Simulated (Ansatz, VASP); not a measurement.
**As in VASP and in Ansatz**

INCAR

```
SYSTEM = As
  PREC = Accurate
  ENCUT = 520
  EDIFF = 1E-6
  ISMEAR = 0
  SIGMA = 0.02
  LREAL = .False.
  LASPH = .True.
  NELM = 80
  ALGO = Normal
  ISIF = 2
  LWAVE = .False.
  LCHARG = .False.
  LDIPOL = .True.
  IDIPOL = 3
  DIPOL = 0.5 0.5 0.500
  GGA = PE
  IVDW = 12
  NBANDS = 12
```

KPOINTS

```
regular mesh
0
Gamma
  9 9 1
  0 0 0
```

File POSCAR:

```
As
1.0
    3.3480000000      0.0000000000      0.0000000000
   -1.6740000000      2.8994530519      0.0000000000
    0.0000000000      0.0000000000     28.5742413766
As
2
Direct
    0.3333333333      0.6666666667      0.4685555956
    0.6666666667      0.3333333333      0.5314444044
```

Input for Ansatz:

```yaml
crystal:
  lattice:
    - [3.348, 0.0, 0.0]
    - [-1.674, 2.8994530519, 0.0]
    - [0.0, 0.0, 28.5742413766]
  atoms:
    - { symbol: As, position: [0.3333333333, 0.6666666667, 0.4685555956] }
    - { symbol: As, position: [0.6666666667, 0.3333333333, 0.5314444044] }
  periodic: [true, true, false]
basis:
  ecutwfc: 420
kpoints:
  mp_grid: { grid: [9, 9, 1] }
hamiltonian:
  xc: pbe
  dispersion: d3bj
scf:
  occupations: { method: gaussian, width: 0.02 }
output:
  forces: true
  stress: true
  eigenvalues: true
```

Alike in both runs: task single point; functional PBE; dispersion D3(BJ); k mesh 9 × 9 × 1; occupations gaussian, width 0.02 eV; no spin polarisation.

```csv
,VASP,Ansatz
version,VASP 6.6.1,Ansatz 0.2.0
potentials or method,"VASP PAW PBE potentials, release 64 (As), cutoff 520 eV","scalar-relativistic, plane waves, PAW"
valence electrons in the cell,10,30
```

```tsv
	VASP	Ansatz	Ansatz less VASP
rms of the force components (eV/Å)	1.492	1.509	+0.0169
```

Atom by atom the forces differ by 0.017 eV/Å (rms over components). VASP's potentials hold 10 valence electrons a cell and Ansatz's 30, so a difference there can come from the potentials and not from the codes.
